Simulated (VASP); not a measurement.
# Si3C2 (a cell with a defect) in VASP: relaxation of the atoms with LDA

Aim: the relaxation of the atoms of Si3C2 (a cell with a defect) with LDA.

Program: VASP 6.6.1. These are calculated values, not measurements. Logs are shortened: lines on timing, memory, paths and dates and some standing lists are left out, and cuts for length are marked.

### Step 1. The cell of the first run

The cell holds a defect, 15 atoms: a = 6.152 Å, b = 5.328 Å, c = 5.048 Å, α = 90.00°, β = 90.00°, γ = 90.00°.

### Step 2. Relaxation of the atoms, LDA

File INCAR:

```
SYSTEM = Si3C2
PREC = Accurate
ENCUT = 520
EDIFF = 1E-6
ISMEAR = 0
SIGMA = 0.05
LREAL = Auto
LASPH = .True.
NELM = 60
ALGO = Normal
ISIF = 2
LWAVE = .False.
LCHARG = .False.
GGA = CA
IBRION = 2
NSW = 80
EDIFFG = -0.03
NELECT = 62.0
```

File KPOINTS:

```
Automatic mesh
0
Gamma
  2 3 3
  0 0 0
```

File POSCAR:

```
Si3C2
1.0
   -3.0760000000     -5.3277880000      0.0000000000
    4.6140000000     -2.6638940000      0.0000000000
    0.0000000000      0.0000000000      5.0480000000
Si C
9 6
Direct
    0.5051274000      0.3212293000      0.0038387000
    0.4954706000      0.6709805000      0.4955967000
    0.2511837000      0.8277958000      0.0045904000
    0.2402002000      0.1754252000      0.4967823000
    0.0016800000      0.3344247000      0.0013964000
    0.0025404000      0.6696751000      0.4987021000
   -0.0011594000      0.3334383000      0.3885344000
    0.7483736000      0.8426866000     -0.0071119000
    0.7520672000      0.1717497000      0.4969941000
    0.4949246000      0.6757945000      0.8919969000
    0.2531519000      0.8374635000      0.3937668000
    0.2453949000      0.1671462000      0.8853790000
    0.0036321000      0.6658614000      0.8846763000
    0.7488873000      0.8384165000      0.3897204000
    0.7406945000      0.1664803000      0.8877488000
```

Potentials or basis: VASP PAW LDA potentials, release 64 (Si, C).

The run is started by

```console
cat potpaw_LDA.64/Si/POTCAR potpaw_LDA.64/C/POTCAR > POTCAR
mpirun -np 1 vasp_std > vasp.out
```

OUTCAR:

```text
SYSTEM = Si3C2
   PREC = Accurate
   ENCUT = 520
   EDIFF = 1E-6
   ISMEAR = 0
   LREAL = Auto
   LASPH = .True.
   NELM = 60
   ISIF = 2
   GGA = CA
   IBRION = 2
   NSW = 80
   EDIFFG = -0.03
   NELECT = 62.0

 ion  position               nearest neighbor table
   1  0.505  0.321  0.004-  15 1.77  12 1.89  10 1.97   8 2.96   9 3.02   5 3.06   3 3.06   4 3.07
                             9 3.08   5 3.10   2 3.10   3 3.12   4 3.13
   2  0.495  0.671  0.496-  11 1.81  14 1.87  10 2.00   3 3.02   6 3.03   4 3.07   3 3.09   8 3.09
                             9 3.09   9 3.10   1 3.10   4 3.11   8 3.11   6 3.12
   3  0.251  0.828  0.005-  10 1.80  13 1.85  12 1.91  11 1.97   2 3.02   5 3.04   6 3.04   1 3.06
                             8 3.06   2 3.09   6 3.09   8 3.09   4 3.10   5 3.11   1 3.12
   4  0.240  0.175  0.497-   7 1.79  11 1.88  12 1.96   9 3.00   6 3.01   5 3.02   5 3.06   6 3.07
                             2 3.07   1 3.07   3 3.10   2 3.11   1 3.13
   5  0.002  0.334  0.001-  12 1.84  13 1.86  15 1.93   7 1.95   4 3.02   3 3.04   8 3.05   1 3.06
                             4 3.06   9 3.06   6 3.08   7 3.09   9 3.10   1 3.10   6 3.10   3 3.11
   6  0.003  0.670  0.499-  11 1.86   7 1.88  14 1.88  13 1.95   4 3.01   2 3.03   3 3.04   4 3.07
                             9 3.07   5 3.08   8 3.09   9 3.09   3 3.09   5 3.10   2 3.12   8 3.13
   7  0.999  0.333  0.389-   4 1.79   9 1.83   6 1.88   5 1.95   5 3.09
   8  0.748  0.843  0.993-  15 1.81  10 1.87  13 1.91  14 2.00   1 2.96   5 3.05   9 3.06   3 3.06
                             6 3.09   9 3.09   2 3.09   3 3.09   2 3.11   5 3.12   6 3.13
   9  0.752  0.172  0.497-   7 1.83  14 1.86  15 1.97   4 3.00   1 3.02   8 3.06   5 3.06   6 3.07
                             1 3.08   6 3.09   8 3.09   2 3.09   5 3.10   2 3.10
  10  0.495  0.676  0.892-   3 1.80   8 1.87   1 1.97   2 2.00
  11  0.253  0.837  0.394-   2 1.81   6 1.86   4 1.88   3 1.97
  12  0.245  0.167  0.885-   5 1.84   1 1.89   3 1.91   4 1.96
  13  0.004  0.666  0.885-   3 1.85   5 1.86   8 1.91   6 1.95
  14  0.749  0.838  0.390-   9 1.86   2 1.87   6 1.88   8 2.00
  15  0.741  0.166  0.888-   1 1.77   8 1.81   5 1.93   9 1.97

  LATTYP: Found a simple orthorhombic cell.
 ALAT       =     5.0480000000
 B/A-ratio  =     1.0554255573
 C/A-ratio  =     1.2187004267

  Lattice vectors:

 A1 = (   0.0000000000,   0.0000000000,  -5.0480000000)
 A2 = (   4.6140000000,  -2.6638940000,   0.0000000000)
 A3 = (  -3.0760000000,  -5.3277880000,   0.0000000000)

Analysis of symmetry for initial positions (statically):
=====================================================================
 Subroutine PRICEL returns:
 Original cell was already a primitive cell.

 Routine SETGRP: Setting up the symmetry group for a
 simple orthorhombic supercell.

 Subroutine GETGRP returns: Found  1 space group operations
 (whereof  1 operations were pure point group operations)
 out of a pool of  8 trial point group operations.

The static configuration has the point symmetry C_1 .

Analysis of symmetry for dynamics (positions and initial velocities):
=====================================================================
 Subroutine PRICEL returns:
 Original cell was already a primitive cell.

 Routine SETGRP: Setting up the symmetry group for a
 simple orthorhombic supercell.

 Subroutine GETGRP returns: Found  1 space group operations
 (whereof  1 operations were pure point group operations)
 out of a pool of  8 trial point group operations.

The dynamic configuration has the point symmetry C_1 .

 Subroutine INISYM returns: Found  1 space group operations
 (whereof  1 operations are pure point group operations),
 and found     1 'primitive' translations

----------------------------------------------------------------------------------------

                                     Primitive cell

  volume of cell :     165.4560

  direct lattice vectors                    reciprocal lattice vectors
    -3.076000000 -5.327788000  0.000000000    -0.081274382 -0.140771367  0.000000000
     4.614000000 -2.663894000  0.000000000     0.162548765 -0.093847578  0.000000000
     0.000000000  0.000000000  5.048000000     0.000000000  0.000000000  0.198098257

  length of vectors
     6.151999754  5.327788213  5.048000000     0.162548771  0.187695149  0.198098257

  position of ions in fractional coordinates (direct lattice)
     0.505127400  0.321229300  0.003838700
     0.495470600  0.670980500  0.495596700
     0.251183700  0.827795800  0.004590400
     0.240200200  0.175425200  0.496782300
     0.001680000  0.334424700  0.001396400
     0.002540400  0.669675100  0.498702100
[... 50 lines left out ...]
 ===========================================

 Found     10 irreducible k-points:

 Following reciprocal coordinates:
            Coordinates               Weight
  0.000000  0.000000  0.000000      1.000000
  0.500000  0.000000  0.000000      1.000000
 -0.000000  0.333333  0.000000      2.000000
  0.500000  0.333333  0.000000      2.000000
  0.000000  0.000000  0.333333      2.000000
  0.500000  0.000000  0.333333      2.000000
 -0.000000  0.333333  0.333333      2.000000
  0.000000 -0.333333  0.333333      2.000000
  0.500000  0.333333  0.333333      2.000000
  0.500000 -0.333333  0.333333      2.000000
   k-points           NKPTS =     10   k-points in BZ     NKDIM =     10   number of bands    NBANDS=     39
   number of dos      NEDOS =    301   number of ions     NIONS =     15
   total plane-waves  NPLWV =  76800
   dimension x,y,z NGX =    48 NGY =   40 NGZ =   40
   dimension x,y,z NGXF=    96 NGYF=   80 NGZF=   80
   ions per type =               9   6
   NGX,Y,Z   is equivalent  to a cutoff of  12.97, 12.48, 13.17 a.u.
   NGXF,Y,Z  is equivalent  to a cutoff of  25.94, 24.96, 26.35 a.u.
 SYSTEM =  Si3C2
   PREC   = accura    normal or accurate (medium, high low for compatibility)
   ISTART =      0    job   : 0-new  1-cont  2-samecut
   ICHARG =      2    charge: 1-file 2-atom 10-const
   ISPIN  =      1    spin polarized calculation?
   LNONCOLLINEAR =      F non collinear calculations
   LSORBIT =      F    spin-orbit coupling
   LASPH  =      T    aspherical Exc in radial PAW
   ENCUT  =  520.0 eV  38.22 Ry    6.18 a.u.  11.44  9.91  9.39*2*pi/ulx,y,z
   NELM   =     60;   NELMIN=  2; NELMDL= -5     # of ELM steps
   EDIFF  = 0.1E-05   stopping-criterion for ELM
   LREAL  =      T    real-space projection
   EDIFFG = -.3E-01   stopping-criterion for IOM
   NSW    =     80    number of steps for IOM
   IBRION =      2    ionic relax: 0-MD 1-quasi-New 2-CG
   NFREE  =      1    steps in history (QN), initial steepest desc. (CG)
   ISIF   =      2    stress and relaxation
   ISYM   =      2    0-nonsym 1-usesym 2-fastsym
   POTIM  = 0.5000    time-step for ionic-motion
   TEBEG  =    0.0;   TEEND  =   0.0 temperature during run
   PSTRESS=    0.0 pullay stress
   NELECT =      62.0000    total number of electrons
   NUPDOWN=      -1.0000    fix difference up-down
   EMIN   =  10.00;   EMAX   =-10.00  energy-range for DOS
   EFERMI =   0.00;   METHOD = LEGACY
   ISMEAR =     0;   SIGMA  =   0.05  broadening in eV -4-tet -1-fermi 0-gaus
   EFERMI_NEDOS =   21; number of points for ismear=-14 and -15
   IALGO  =     38    algorithm
   IMIX   =      4    mixing-type and parameters
     AMIX     =   0.40;   BMIX     =  1.00
     AMIX_MAG =   1.60;   BMIX_MAG =  1.00
  volume/ion in A,a.u.               =      11.03        74.44
  Fermi-wavevector in a.u.,A,eV,Ry     =   1.180260  2.230369 18.953116  1.393015
  Thomas-Fermi vector in A             =   2.316556
   LORBIT       =      0    0 simple, 1 ext, 2 COOP (PROOUT), +10 PAW based schemes
   GGA     = CA    functional components
   LHFCALC =     F    Hartree Fock is set to
   AEXX    =    0.0000 exact exchange contribution
   IVDW    =     0    specifies the selected vdW correction
   LEPSILON=     F    determine dielectric tensor
   LRPA    =     F    only Hartree local field effects (RPA)
 conjugate gradient relaxation of ions
 non-spin polarized calculation
 Gauss-broadening in eV      SIGMA  =   0.05
  energy-cutoff  :      520.00
  volume of cell :      165.46
 maximum number of plane-waves:      4468
 NGX is ok and might be reduce to    48
   NGX = 23   NGY = 19   NGZ = 19

--------------------------------------- Ionic step        1  -------------------------------------------

 number of electron      61.9999999 magnetization

 Free energy of the ion-electron system (eV)
  ---------------------------------------------------
  ext. energy  EPLUGINS =         0.00000000
  ---------------------------------------------------
  free energy    TOTEN  =       -83.81320991 eV

  energy without entropy =      -83.80867513  energy(sigma->0) =      -83.81094252

------------------------ aborting loop because EDIFF is reached ----------------------------------------

  FORCE on cell =-STRESS in cart. coord.  units (eV):
  Direction    XX          YY          ZZ          XY          YZ          ZX
  --------------------------------------------------------------------------------------
  -------------------------------------------------------------------------------------
  Total       58.5980850     53.2072460     50.2208868      1.2630104      0.4815868      0.4911316
  in kB      567.4288292    515.2271675    486.3090496     12.2302383      4.6633991      4.7558249
  external PRESSURE =     522.9883487 kB  Pullay stress =       0.0000000 kB
[... 128 lines left out ...]
  FREE ENERGIE OF THE ION-ELECTRON SYSTEM (eV)
  ---------------------------------------------------
  free  energy   TOTEN  =       -91.0171550670 eV

  energy  without entropy=      -91.0048173176  energy(sigma->0) =      -91.01098619

 E-fermi :  10.0088     XC(G=0): -11.6340

 val. band max:        9.9888796388   @ k =   0.5000   0.3333   0.3333
 cond. band min:      10.0434992368   @ k =   0.5000   0.0000   0.3333
 fundamental gap:      0.0546195980
 Fermi energy:        10.0087796594

 k-point     1 :       0.0000    0.0000    0.0000
  band No.  band energies     occupation
      1      -6.9954      2.00000
      2      -4.1820      2.00000
      3      -3.7711      2.00000
      4      -3.7517      2.00000
      5      -2.9697      2.00000
      6      -1.8895      2.00000
[... 409 lines left out ...]
     38      13.4976      0.00000
     39      13.8769      0.00000

[... ionic steps 4 to 18 ...]

--------------------------------------- Ionic step       19  -------------------------------------------

 number of electron      61.9999999 magnetization

------------------------ aborting loop because EDIFF is reached ----------------------------------------
[... 93 lines left out ...]
--------------------------------------- Ionic step       21  -------------------------------------------

 number of electron      61.9999999 magnetization

 Free energy of the ion-electron system (eV)
  ---------------------------------------------------
  ext. energy  EPLUGINS =         0.00000000
  ---------------------------------------------------
  free energy    TOTEN  =       -92.45491391 eV

  energy without entropy =      -92.44790490  energy(sigma->0) =      -92.45140940

 E-fermi :   9.9576     XC(G=0): -11.6372

 val. band max:        9.9523177379   @ k =   0.5000   0.3333   0.3333
 cond. band min:      10.0009561969   @ k =   0.5000   0.0000   0.3333
 fundamental gap:      0.0486384590
 Fermi energy:         9.9576424923

 k-point     1 :       0.0000    0.0000    0.0000
  band No.  band energies     occupation
      1      -6.9423      2.00000
      2      -4.1075      2.00000
      3      -3.7482      2.00000
      4      -3.6985      2.00000
      5      -2.9196      2.00000
      6      -1.8598      2.00000
[... 451 lines left out ...]
  FREE ENERGIE OF THE ION-ELECTRON SYSTEM (eV)
  ---------------------------------------------------
  free  energy   TOTEN  =       -92.4549139108 eV

  energy  without entropy=      -92.4479048978  energy(sigma->0) =      -92.45140940

 reached required accuracy - stopping structural energy minimisation
```

Wall time 11 min (1 thread of Oxide Virtual Turin-like, shared host); peak memory 0.18 GiB.

What came out:

```yaml
Free_energy: -92.4549 eV
Energy_gained_by_relaxing: 576.1 meV/atom
Ionic_steps: 21
Largest_force_after_relaxing: 0.028 eV/Å
```

Forces in eV/Å, atoms in the order of the input:
```
Si  -0.001 -0.002  0.007
Si  -0.007  0.011 -0.014
Si   0.001  0.003 -0.006
Si   0.000  0.014  0.010
Si   0.001 -0.004  0.027
Si   0.004 -0.018 -0.006
Si   0.011  0.004  0.017
Si  -0.011  0.000 -0.004
Si  -0.020  0.013  0.009
C    0.002 -0.012 -0.018
C    0.012  0.000 -0.001
C    0.009 -0.001 -0.007
C   -0.001  0.000 -0.019
C   -0.007 -0.008  0.003
C    0.008  0.000  0.002
```

Step by step:
```
step  energy change (eV)  largest force (eV/Å)  pressure (GPa)
   1              0.0000               14.9225           52.30
   2             -5.4006                5.9657           41.83
   3             -7.2039                3.7755           39.26
   4             -7.2281                3.9331           39.15
   5             -8.1989                1.7993           35.06
   6             -8.2457                1.4694           35.41
   7             -8.5560                0.7154           33.73
   8             -8.5582                0.8022           33.61
   9             -8.6218                0.3002           33.22
  10             -8.6219                0.2881           33.23
  11             -8.6306                0.1118           33.19
  12             -8.6306                0.1192           33.19
  13             -8.6339                0.0892           33.16
  14             -8.6355                0.1287           33.12
  15             -8.6378                0.0883           33.12
  16             -8.6381                0.0841           33.12
  17             -8.6393                0.0831           33.13
  18             -8.6395                0.0840           33.13
  19             -8.6407                0.0641           33.13
  20             -8.6410                0.0725           33.14
  21             -8.6417                0.0275           33.14
```

Final structure:
```
Si C
1.0
    -3.07600   -5.32779    0.00000
     4.61400   -2.66389    0.00000
     0.00000    0.00000    5.04800
Si C
9 6
Cartesian
  0.0338 -3.5658 0.2132
  1.3620 -4.3235 2.5402
  3.1022 -3.5933 0.0593
  -0.2417 -2.1226 2.5874
  -1.5150 -6.2220 4.7596
  0.2347 -7.2288 2.5936
  -1.5756 -6.1867 1.9149
  1.5943 -6.2035 0.0587
  -1.3608 -4.0460 2.5861
  1.5790 -4.4538 4.4525
  3.0183 -3.5883 1.9222
  -0.0192 -1.8097 4.4416
  0.1109 -7.1588 4.4423
  1.5452 -6.1283 1.9214
  -1.5141 -4.3962 4.4401
```

Caveat: the k points lie up to 0.51 Å⁻¹ apart; the cell carries a net charge on a neutralising background, which shifts energy and pressure; the cell is charged against a uniform background, so pressure and absolute levels hang on convention.
